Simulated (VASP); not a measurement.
Here is a VASP 6.6.1 calculation.

INCAR

```
SYSTEM = Ta3P4
ALGO = Normal ; EDIFF = 1E-6
ENCUT = 520 ; GGA = PE
ISIF = 2 ; ISMEAR = 0
LASPH = .True. ; LCHARG = .True.
LELF = .True. ; LREAL = .False.
LVHAR = .True. ; LWAVE = .False.
NBANDS = 36 ; NELM = 60
PREC = Accurate ; SIGMA = 0.1
```

Contents of KPOINTS:

```
k-points
0
Gamma
  6 6 2
  0 0 0
```

File POSCAR:

```
Ta3P4
1.0
    3.5539293750      0.0000000000      0.0000000000
    0.0000000000      3.5539293750      0.0000000000
    0.0000000000      0.0000000000      9.8662582534
Ta P
3 4
Direct
    0.0000000000      0.0000000000      0.7562915559
    0.5000000000      0.5000000000      0.5000000000
    0.0000000000      0.0000000000      0.2437084441
    0.0000000000      0.0000000000      0.5000000000
    0.5000000000      0.5000000000      0.2325786622
    0.0000000000      0.0000000000      0.0000000000
    0.5000000000      0.5000000000      0.7674213378
```

Potentials or basis: VASP PAW PBE potentials, release 64 (Ta_pv, P).

Command:

```sh
$ cat potpaw_PBE.64/Ta_pv/POTCAR potpaw_PBE.64/P/POTCAR > POTCAR
$ mpirun -np 1 vasp_std > vasp.out
```

Estimate the largest force.

0.015 eV/Å.

What does it give for the pressure?

0.1 GPa.

What does it give for the band gap on the k mesh?

Zero (an odd number of electrons rules out a gap without spin polarisation).

Forces in eV/Å, atoms in the order of the input:
```
Ta   0.000  0.000 -0.015
Ta   0.000  0.000  0.000
Ta   0.000  0.000  0.015
P    0.000  0.000  0.000
P    0.000  0.000 -0.001
P    0.000  0.000  0.000
P    0.000  0.000  0.001
```

Caveat: the cell differs from its parent crystal (atoms taken out); spin-orbit coupling is left out, which moves the levels of the heavy elements.
